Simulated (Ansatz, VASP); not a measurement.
# One calculation of ZrN, two programs

```xyz
2
Lattice="0.0000 2.3143 2.3143 2.3143 0.0000 2.3143 2.3143 2.3143 0.0000" Properties=species:S:1:pos:R:3 pbc="T T T"
Zr    0.0000    0.0000    0.0000
N     2.3143    2.3143    2.3143
```

Change from the starting cell: volume scaled by 1.04, crystal datasets.

Alike in both runs: task electric field gradients; functional PBEsol; k mesh 9 × 9 × 9; occupations fermi-dirac, width 0.01 eV; no spin polarisation.

```csv
,VASP,Ansatz
version,VASP 6.6.1,Ansatz 0.2.0
potentials or method,"VASP PAW PBE potentials, release 64 (Zr_sv, N), cutoff 520 eV","all-electron PAW with datasets made for the crystal, scalar-relativistic"
```

Ansatz gave:

```
pressure (GPa) : -12.0
```

Which values does VASP return?

Pressure (GPa): -11.7.

VASP's potentials were made for PBE, not for PBEsol. Ansatz ran all-electron here, and VASP with PAW potentials.
